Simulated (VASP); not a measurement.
# Nb2MoN3 (P-62m) in VASP: further runs, part 2 of 2

VASP 6.6.1. Earlier steps stand in the parts before.

### 5 Single point, PBE

This run uses another cell than the first one: it holds 12 atoms, not 6.

Contents of INCAR:

```
SYSTEM = Nb2MoN3
PREC = Accurate
ENCUT = 600
EDIFF = 1E-6
ISMEAR = 0
SIGMA = 0.2
LREAL = .False.
LASPH = .True.
NELM = 120
ALGO = Normal
ISIF = 2
LWAVE = .False.
LCHARG = .True.
GGA = PE
LELF = .True.
LVHAR = .True.
NBANDS = 67
GGA_COMPAT = .False.
```

Contents of KPOINTS:

```
regular mesh
0
Gamma
  6 6 4
  0 0 0
```

Contents of POSCAR:

```
Nb2MoN3
1.0
    5.0834545290      0.0000000000      0.0000000000
   -2.5417272645      4.4024007611      0.0000000000
    0.0000000000      0.0000000000      5.7244619157
Nb Mo N
4 2 6
Direct
    0.3333333333      0.6666666667      0.5000000000
    0.3333333333      0.6666666667      0.0000000000
    0.6666666667      0.3333333333      0.5000000000
    0.6666666667      0.3333333333      0.0000000000
    1.0000000000      0.0000000000      0.5000000000
    1.0000000000      0.0000000000      1.0000000000
    0.3324115259      0.0000000000      0.2500000000
    0.3324115259      0.0000000000      0.7500000000
    0.6675884741      0.6675884741      0.2500000000
    0.6675884741      0.6675884741      0.7500000000
    1.0000000000      0.3324115259      0.2500000000
    1.0000000000      0.3324115259      0.7500000000
```

The run is started by

```bash
$ cat potpaw_PBE.64/Nb_sv/POTCAR potpaw_PBE.64/Mo_sv/POTCAR potpaw_PBE.64/N/POTCAR > POTCAR
$ mpirun -np 1 vasp_std > vasp.out
```

Wall time 3.1 min (1 thread of Intel Xeon 6975P-C (Granite Rapids), shared host); peak memory 0.38 GiB.

The run converged. Its results:

```yaml
Free_energy: -123.5949 eV
Pressure: -0.3 GPa
Largest_force: 0.022 eV/Å
Band_gap_on_the_k_mesh: zero (bands 55 and 56 overlap by 1.49 eV)
```

Forces in eV/Å, atoms in the order of the input:
```
Nb   0.000  0.000  0.000
Nb   0.000  0.000  0.000
Nb   0.000  0.000  0.000
Nb   0.000  0.000  0.000
Mo   0.000  0.000  0.000
Mo   0.000  0.000  0.000
N    0.022  0.000  0.000
N    0.022  0.000  0.000
N   -0.011 -0.019  0.000
N   -0.011 -0.019  0.000
N   -0.011  0.019  0.000
N   -0.011  0.019  0.000
```

Stress tensor (GPa, compression positive):
```
-0.42  0.00  0.00
 0.00 -0.42  0.00
 0.00  0.00 -0.14
```

Levels at points of the mesh, in eV from the Fermi level:
```
           k point  band 53  band 54  band 55  band 56  band 57  band 58
(0.00, 0.00, 0.00)    -0.97    -0.94    -0.94    -0.41    -0.41    -0.02
(0.50, 0.00, 0.00)    -2.32    -0.87     0.34     0.64     0.85     0.86
(0.00, 0.00, 0.50)    -1.34    -1.34    -0.53    -0.53    -0.53    -0.53
(0.50, 0.00, 0.50)    -2.17    -2.17     0.06     0.06     0.30     0.30
```

### 6 Relaxation of cell and atoms, PBE, collinear spin

This run uses another cell than the first one, of 11.61 Å³/atom.

Contents of INCAR:

```
PREC     = Accurate       # precision mode
ENCUT    = 600            # plane-wave cutoff, eV
EDIFF    = 1E-7           # SCF threshold, eV
ISMEAR   = 0              # smearing method
SIGMA    = 0.15           # smearing width, eV
LREAL    = False          # projectors in reciprocal space
LASPH    = True           # aspherical terms in the spheres
NELM     = 200            # most SCF steps
ALGO     = Normal         # electronic algorithm
ISIF     = 3              # what is computed and relaxed
LWAVE    = False          # write WAVECAR
LCHARG   = False          # write CHGCAR
ISPIN    = 2              # spin polarisation
MAGMOM   = 0 0 1 0 0 0    # initial moments
LORBIT   = 11             # projections on sites
LMAXMIX  = 4              # l up to which the mixer works
GGA      = PE             # functional
IBRION   = 2              # ionic algorithm
NSW      = 36             # ionic steps
EDIFFG   = -0.08          # ionic threshold
GGA_COMPAT= False        
NELMIN   = 4
```

Contents of KPOINTS:

```
regular mesh
0
Gamma
  3 3 4
```

Contents of POSCAR:

```
Nb2MoN3
1.0
    5.2544068700      0.0000000000      0.0000000000
   -2.6272034400      4.5504498300      0.0000000000
    0.0000000000      0.0000000000      2.9134357200
Nb Mo N
2 1 3
Direct
    0.3333333300      0.6666666700      0.0000000000
    0.6666666700      0.3333333300      0.0000000000
    0.0000000000      0.0000000000      0.0000000000
    0.3333000000      0.0000000000      0.5000000000
    0.6667000000      0.6667000000      0.5000000000
    0.0000000000      0.3333000000      0.5000000000
```

Potentials or basis: VASP PAW PBE potentials, release 64 (Nb_sv, Mo_sv, N).

The run is started by

```bash
$ cat potpaw_PBE.64/Nb_sv/POTCAR potpaw_PBE.64/Mo_sv/POTCAR potpaw_PBE.64/N/POTCAR > POTCAR
$ mpirun -np 1 vasp_std > vasp.out
```

OUTCAR:

```text
PREC = Accurate
   ENCUT = 600
   EDIFF = 1E-7
   ISMEAR = 0
   LREAL = False
   LASPH = True
   NELM = 200
   ISIF = 3
   ISPIN = 2
   LORBIT = 11
   GGA = PE
   IBRION = 2
   NSW = 36
   EDIFFG = -0.08
   NELMIN = 4

 ion  position               nearest neighbor table
   1  0.333  0.667  0.000-   4 2.28   4 2.28   6 2.28   6 2.28   5 2.28   5 2.28   2 3.03   2 3.03
                             3 3.03   3 3.03   3 3.03   2 3.03
   2  0.667  0.333  0.000-   6 2.28   6 2.28   4 2.28   4 2.28   5 2.28   5 2.28   1 3.03   1 3.03
                             3 3.03   3 3.03   3 3.03   1 3.03
   3  0.000  0.000  0.000-   5 2.28   5 2.28   4 2.28   4 2.28   6 2.28   6 2.28   1 3.03   2 3.03
                             2 3.03   1 3.03   2 3.03   1 3.03
   4  0.333  0.000  0.500-   3 2.28   3 2.28   1 2.28   1 2.28   2 2.28   2 2.28
   5  0.667  0.667  0.500-   3 2.28   3 2.28   1 2.28   1 2.28   2 2.28   2 2.28
   6  0.000  0.333  0.500-   3 2.28   3 2.28   2 2.28   2 2.28   1 2.28   1 2.28

  LATTYP: Found a hexagonal cell.
 ALAT       =     5.2544068700
 C/A-ratio  =     0.5544747090

  Lattice vectors:

 A1 = (   5.2544068700,   0.0000000000,   0.0000000000)
 A2 = (  -2.6272034400,   4.5504498300,   0.0000000000)
 A3 = (   0.0000000000,   0.0000000000,   2.9134357200)

Analysis of symmetry for initial positions (statically):
=====================================================================
 Subroutine PRICEL returns:
 Original cell was already a primitive cell.

 Routine SETGRP: Setting up the symmetry group for a
 hexagonal supercell.

 Subroutine GETGRP returns: Found 12 space group operations
 (whereof 12 operations were pure point group operations)
 out of a pool of 24 trial point group operations.

The static configuration has the point symmetry D_3h.

Analysis of symmetry for dynamics (positions and initial velocities):
=====================================================================
 Subroutine PRICEL returns:
 Original cell was already a primitive cell.

 Routine SETGRP: Setting up the symmetry group for a
 hexagonal supercell.
[... 152 lines left out ...]

 number of electron      54.9999993 magnetization       0.0000037

 number of electron      54.9999993 magnetization      -0.0000053

 Free energy of the ion-electron system (eV)
  ---------------------------------------------------
  ext. energy  EPLUGINS =         0.00000000
  ---------------------------------------------------
  free energy    TOTEN  =       -61.30947471 eV

  energy without entropy =      -61.26993866  energy(sigma->0) =      -61.28970668

------------------------ aborting loop because EDIFF is reached ----------------------------------------

  FORCE on cell =-STRESS in cart. coord.  units (eV):
  Direction    XX          YY          ZZ          XY          YZ          ZX
  --------------------------------------------------------------------------------------
  -------------------------------------------------------------------------------------
  Total      -10.3238499    -10.3238499     -8.6172312      0.0000000      0.0000000      0.0000000
  in kB     -237.4481519   -237.4481518   -198.1959875      0.0000003      0.0000000      0.0000000
  external PRESSURE =    -224.3640971 kB  Pullay stress =       0.0000000 kB
[... 239 lines left out ...]
 number of electron      54.9999999 magnetization      -0.0000003

 number of electron      54.9999999 magnetization       0.0000001

 Free energy of the ion-electron system (eV)
  ---------------------------------------------------
  ext. energy  EPLUGINS =         0.00000000
  ---------------------------------------------------
  free energy    TOTEN  =       -61.74917134 eV

  energy without entropy =      -61.71671437  energy(sigma->0) =      -61.73294286

 E-fermi :  13.0923     XC(G=0): -13.3647

 val. band max:       13.0035500622   @ k =   0.3333   0.0000   0.2500
 cond. band min:      13.1654568932   @ k =   0.3333   0.0000   0.5000
 fundamental gap:      0.1619068310
 Fermi energy:        13.0923219023

 spin component 1

 k-point     1 :       0.0000    0.0000    0.0000
  band No.  band energies     occupation
      1     -49.0673      1.00000
      2     -42.8256      1.00000
      3     -42.6962      1.00000
      4     -23.1611      1.00000
      5     -23.1611      1.00000
      6     -23.0212      1.00000
[... 322 lines left out ...]
     33      15.6143      0.00000
     34      15.9519      0.00000
 Fermi energy:        13.0923219023

 spin component 2

 k-point     1 :       0.0000    0.0000    0.0000
  band No.  band energies     occupation
      1     -49.0673      1.00000
      2     -42.8256      1.00000
      3     -42.6962      1.00000
      4     -23.1611      1.00000
      5     -23.1611      1.00000
      6     -23.0212      1.00000
[... 355 lines left out ...]
  FREE ENERGIE OF THE ION-ELECTRON SYSTEM (eV)
  ---------------------------------------------------
  free  energy   TOTEN  =       -61.7491713448 eV

  energy  without entropy=      -61.7167143714  energy(sigma->0) =      -61.73294286

 reached required accuracy - stopping structural energy minimisation

 total charge

# of ion       s       p       d       tot
------------------------------------------
    1        2.167   6.078   2.454  10.699
    2        2.167   6.078   2.454  10.699
    3        2.278   6.226   3.928  12.432
    4        1.235   2.449   0.000   3.684
    5        1.235   2.449   0.000   3.684
    6        1.235   2.449   0.000   3.684
--------------------------------------------------
tot         10.316  25.728   8.837  44.880

 magnetization (x)

# of ion       s       p       d       tot
------------------------------------------
    1       -0.000  -0.000  -0.000  -0.000
    2       -0.000  -0.000  -0.000  -0.000
    3       -0.000  -0.000  -0.000  -0.000
    4        0.000   0.000   0.000   0.000
    5        0.000   0.000   0.000   0.000
    6        0.000   0.000   0.000   0.000
--------------------------------------------------
tot          0.000   0.000  -0.000  -0.000
```

OSZICAR:

```text
N       E                     dE             d eps       ncg     rms          rms(c)
DAV:   1     0.683647417478E+03    0.68365E+03   -0.33186E+04  1224   0.188E+03
[... 93 lines left out ...]
DAV:   3    -0.617499809411E+02    0.22927E-02   -0.15018E-02  1736   0.697E-01    0.190E-01
DAV:   4    -0.617491942636E+02    0.78668E-03   -0.56568E-03  1556   0.366E-01    0.587E-02
DAV:   5    -0.617491744729E+02    0.19791E-04   -0.24089E-04  1616   0.108E-01    0.252E-02
DAV:   6    -0.617491720212E+02    0.24516E-05   -0.22150E-05  1952   0.265E-02    0.664E-03
DAV:   7    -0.617491715865E+02    0.43467E-06   -0.24433E-06  1812   0.949E-03    0.260E-03
DAV:   8    -0.617491714162E+02    0.17035E-06   -0.32702E-07  1240   0.400E-03    0.978E-04
DAV:   9    -0.617491713448E+02    0.71427E-07   -0.36616E-08   884   0.206E-03
   7 F= -.61749171E+02 E0= -.61732943E+02  d E =-.109193E-01  mag=    -0.0000
```

Run time: 3.5 min. Hardware: 1 thread of Intel Xeon 6975P-C (Granite Rapids), shared host; peak memory 0.25 GiB.

What came out:

```yaml
Free_energy: -61.7492 eV
Relaxed_volume: 10.65 Å³/atom
Relaxed_cell: a = 5.077 Å, b = 5.077 Å, c = 2.864 Å, α = 90.00°, β = 90.00°, γ = 120.00°
Space_group_after_relaxing_to_0.1_Å: P-62m (No. 189)
Energy_gained_by_relaxing: 73.3 meV/atom
Ionic_steps: 7
Pressure_after_relaxing: 0.4 GPa
Largest_force_after_relaxing: 0.017 eV/Å
Net_moment: 0.00 μB per cell
Valence_electrons_inside_the_program's_atomic_spheres: Nb 10.70; Mo 12.43; N 3.68
```

Forces on the atoms (eV/Å):
```
Nb   0.000  0.000  0.000
Nb   0.000  0.000  0.000
Mo   0.000  0.000  0.000
N   -0.017  0.000  0.000
N    0.008  0.014  0.000
N    0.008 -0.014  0.000
```

Step by step:
| step | energy change (eV) | largest force (eV/Å) | pressure (GPa) | volume (Å³) |
| --- | --- | --- | --- | --- |
| 1 | 0.0000 | 0.1043 | -22.44 | 69.66 |
| 2 | 1.4735 | 0.2968 | 74.40 | 54.52 |
| 3 | -0.4275 | 0.0025 | -1.18 | 64.32 |
| 4 | -0.4288 | 0.0080 | -0.03 | 64.09 |
| 5 | -0.4288 | 0.0107 | 0.52 | 63.98 |
| 6 | -0.4360 | 0.0158 | 0.32 | 63.89 |
| 7 | -0.4397 | 0.0166 | 0.36 | 63.93 |

Final structure:
```
Nb Mo N
1.0
     5.07707    0.00000    0.00000
    -2.53853    4.39687    0.00000
     0.00000    0.00000    2.86364
Nb Mo N
2 1 3
Direct
  0.33333 0.66667 0.00000
  0.66667 0.33333 0.00000
  0.00000 0.00000 0.00000
  0.33354 0.00000 0.50000
  0.66646 0.66646 0.50000
  0.00000 0.33354 0.50000
```

Caveat: the k points lie up to 0.55 Å⁻¹ apart in the final cell.

### 7 Single point, PBE

Contents of INCAR:

```
SYSTEM = Nb2MoN3
ALGO = Normal ; EDIFF = 1E-6
ENCUT = 600 ; GGA = PE
GGA_COMPAT = .False. ; ISIF = 2
ISMEAR = 0 ; LASPH = .True.
LCHARG = .True. ; LELF = .True.
LREAL = .False. ; LVHAR = .True.
LWAVE = .False. ; NBANDS = 36
NELM = 120 ; PREC = Accurate
SIGMA = 0.1
```

Contents of KPOINTS:

```
k-points
0
Gamma
  6 6 12
  0 0 0
```

Contents of POSCAR:

```
Nb2MoN3
1.0
    5.0821335536      0.0000000000      0.0000000000
   -2.5410667768      4.4012567628      0.0000000000
    0.0000000000      0.0000000000      2.8636084806
Nb Mo N
2 1 3
Direct
    0.3333333333      0.6666666667      0.0000000000
    0.6666666667      0.3333333333      0.0000000000
    0.0000000000      0.0000000000      0.0000000000
    0.3323148682      0.0000000000      0.5000000000
    0.6676851318      0.6676851318      0.5000000000
    0.0000000000      0.3323148682      0.5000000000
```

Potentials or basis: VASP PAW PBE potentials, release 64 (Nb_sv, Mo_sv, N).

The run is started by

```bash
$ cat potpaw_PBE.64/Nb_sv/POTCAR potpaw_PBE.64/Mo_sv/POTCAR potpaw_PBE.64/N/POTCAR > POTCAR
$ mpirun -np 1 vasp_std > vasp.out
```

OUTCAR:

```text
SYSTEM = Nb2MoN3
   EDIFF = 1E-6
   ENCUT = 600
   GGA = PE
   ISIF = 2
   ISMEAR = 0
   LASPH = .True.
   LREAL = .False.
   NELM = 120
   PREC = Accurate

 ion  position               nearest neighbor table
   1  0.333  0.667  0.000-   4 2.22   4 2.22   6 2.22   6 2.22   5 2.22   5 2.22   2 2.93   2 2.93
                             3 2.93   3 2.93   3 2.93   2 2.93
   2  0.667  0.333  0.000-   6 2.22   6 2.22   4 2.22   4 2.22   5 2.22   5 2.22   1 2.93   1 2.93
                             3 2.93   3 2.93   3 2.93   1 2.93
   3  0.000  0.000  0.000-   5 2.21   6 2.21   5 2.21   6 2.21   4 2.21   4 2.21   1 2.93   2 2.93
                             1 2.93   2 2.93   2 2.93   1 2.93
   4  0.332  0.000  0.500-   3 2.21   3 2.21   1 2.22   1 2.22   2 2.22   2 2.22
[... 1147 lines left out ...]
  Total       -0.1387290     -0.1387290     -0.1451275      0.0000000      0.0000000      0.0000000
  in kB       -3.4700944     -3.4700944     -3.6301442      0.0000000      0.0000000      0.0000000
  external PRESSURE =      -3.5234443 kB  Pullay stress =       0.0000000 kB

 VOLUME and BASIS-vectors are now :
 -----------------------------------------------------------------------------
  energy-cutoff  :      600.00
  volume of cell :       64.05
      direct lattice vectors                 reciprocal lattice vectors
     5.082133554  0.000000000  0.000000000     0.196767753  0.113603915  0.000000000
    -2.541066777  4.401256763  0.000000000     0.000000000  0.227207830  0.000000000
     0.000000000  0.000000000  2.863608481     0.000000000  0.000000000  0.349209749

 POSITION                                       TOTAL-FORCE (eV/Angst)
 -----------------------------------------------------------------------------------
     -0.00000      2.93417      0.00000        -0.000000      0.000000      0.000000
      2.54107      1.46709      0.00000        -0.000000      0.000000      0.000000
      0.00000      0.00000      0.00000        -0.000000      0.000000      0.000000
      1.68887      0.00000      1.43180         0.029428      0.000000      0.000000
      1.69663      2.93865      1.43180        -0.014714     -0.025485      0.000000
     -0.84443      1.46260      1.43180        -0.014714      0.025485     -0.000000
 -----------------------------------------------------------------------------------
    total drift:                                0.000000      0.000000      0.000000

  FREE ENERGIE OF THE ION-ELECTRON SYSTEM (eV)
  ---------------------------------------------------
  free  energy   TOTEN  =       -61.7722741256 eV

  energy  without entropy=      -61.7599196597  energy(sigma->0) =      -61.76609689
```

OSZICAR:

```text
N       E                     dE             d eps       ncg     rms          rms(c)
DAV:   1     0.683191890054E+03    0.68319E+03   -0.32483E+04  3528   0.178E+03
DAV:   2    -0.102025499177E+02   -0.69339E+03   -0.67360E+03  3948   0.631E+02
DAV:   3    -0.670501950161E+02   -0.56848E+02   -0.55518E+02  5872   0.150E+02
DAV:   4    -0.703176052867E+02   -0.32674E+01   -0.32489E+01  5824   0.298E+01
DAV:   5    -0.704333858651E+02   -0.11578E+00   -0.11525E+00  5576   0.540E+00    0.316E+01
DAV:   6    -0.624378271120E+02    0.79956E+01   -0.54089E+01  4708   0.395E+01    0.102E+01
DAV:   7    -0.620445494290E+02    0.39328E+00   -0.11431E+01  5000   0.188E+01    0.848E+00
DAV:   8    -0.617746611080E+02    0.26989E+00   -0.22535E+00  5344   0.797E+00    0.474E+00
DAV:   9    -0.617700728200E+02    0.45883E-02   -0.17185E-01  5464   0.294E+00    0.851E-01
DAV:  10    -0.617721147621E+02   -0.20419E-02   -0.33583E-02  5896   0.984E-01    0.460E-01
DAV:  11    -0.617722986395E+02   -0.18388E-03   -0.70877E-03  5328   0.579E-01    0.380E-02
DAV:  12    -0.617722743765E+02    0.24263E-04   -0.34188E-04  5168   0.149E-01    0.321E-02
DAV:  13    -0.617722734613E+02    0.91512E-06   -0.27683E-05  5696   0.425E-02    0.927E-03
DAV:  14    -0.617722741256E+02   -0.66422E-06   -0.26648E-06  3788   0.884E-03
   1 F= -.61772274E+02 E0= -.61766097E+02  d E =-.123545E-01
```

stdout:

```text
POSCAR found type information on POSCAR NbMoN
 POSCAR found :  3 types and       6 ions
 scaLAPACK will be used
 LDA part: xc-table for (Slater+PW92), standard interpolation
 POSCAR, INCAR and KPOINTS ok, starting setup
 FFT: planning ... GRIDC
 FFT: planning ... GRID_SOFT
 FFT: planning ... GRID
 WAVECAR not read
 entering main loop
```

It took 4.8 min on 1 thread of Intel Xeon 8259CL, shared host; peak memory 0.28 GiB.

Results:

* Free energy: -61.7723 eV
* Pressure: -0.4 GPa
* Largest force: 0.029 eV/Å
* Band gap on the k mesh: zero (an odd number of electrons rules out a gap without spin polarisation)

Forces in eV/Å, atoms in the order of the input:
```
Nb   0.000  0.000  0.000
Nb   0.000  0.000  0.000
Mo   0.000  0.000  0.000
N    0.029  0.000  0.000
N   -0.015 -0.025  0.000
N   -0.015  0.025  0.000
```

Levels at points of the mesh, in eV from the Fermi level:
```
           k point  band 23  band 24  band 25  band 26  band 27  band 28  band 29  band 30  band 31  band 32
(0.00, 0.00, 0.00)    -5.18    -4.88    -3.26    -1.02    -1.02    -0.46    -0.46    -0.06     0.61     1.09
(0.50, 0.00, 0.00)    -4.50    -4.22    -3.70    -3.63    -3.28     0.29     0.59     0.81     0.84     1.64
(0.00, 0.00, 0.50)    -4.37    -4.02    -1.67    -1.67    -0.99    -0.99     0.91     1.65     1.65     2.63
(0.50, 0.00, 0.50)    -4.82    -4.76    -2.60    -2.37    -0.92     0.80     1.54     1.70     1.79     2.12
```

### 8 Overview

```tsv
task	spin	cell	k mesh	smearing	gap on the mesh (eV)	pressure (GPa)	moment (μB)	relaxed volume (Å³/atom)	largest force (eV/Å)
single point	collinear	a = 5.084, b = 5.084, c = 2.865 Å, angles 90.0, 90.0, 120.0°, 6 atoms, atomic positions A	3 × 3 × 4	gaussian 0.15 eV	none	-0.6	0.00	-	0.01
single point	off	a = 5.083, b = 5.083, c = 2.862 Å, angles 90.0, 90.0, 120.0°, 6 atoms, atomic positions A	6 × 6 × 10	gaussian 0.1 eV	none	-0.4	-	-	0.03
relaxation of cell and atoms	off	relaxed from a = 5.084, b = 5.084, c = 2.865 Å, angles 90.0, 90.0, 120.0°, 6 atoms, atomic positions A	6 × 6 × 10	gaussian 0.1 eV	none	0.0	-	10.66	0.01
single point	off	a = 5.083, b = 5.083, c = 5.724 Å, angles 90.0, 90.0, 120.0°, 12 atoms, atomic positions B	6 × 6 × 4	gaussian 0.2 eV	none	-0.3	-	-	0.02
relaxation of cell and atoms	collinear	relaxed from a = 5.254, b = 5.254, c = 2.913 Å, angles 90.0, 90.0, 120.0°, 6 atoms, atomic positions A	3 × 3 × 4	gaussian 0.15 eV	none	0.4	0.00	10.65	0.02
single point	off	a = 5.082, b = 5.082, c = 2.864 Å, angles 90.0, 90.0, 120.0°, 6 atoms, atomic positions A	6 × 6 × 12	gaussian 0.1 eV	none	-0.4	-	-	0.03
```

Alike in all rows: level PBE; potentials or basis VASP PAW PBE potentials, release 64 (Nb_sv, Mo_sv, N); cutoff (eV) 600.

Caveats: some runs use coarse meshes.

Total energies depend on the potentials used, so only differences within one code and one set of settings carry meaning.
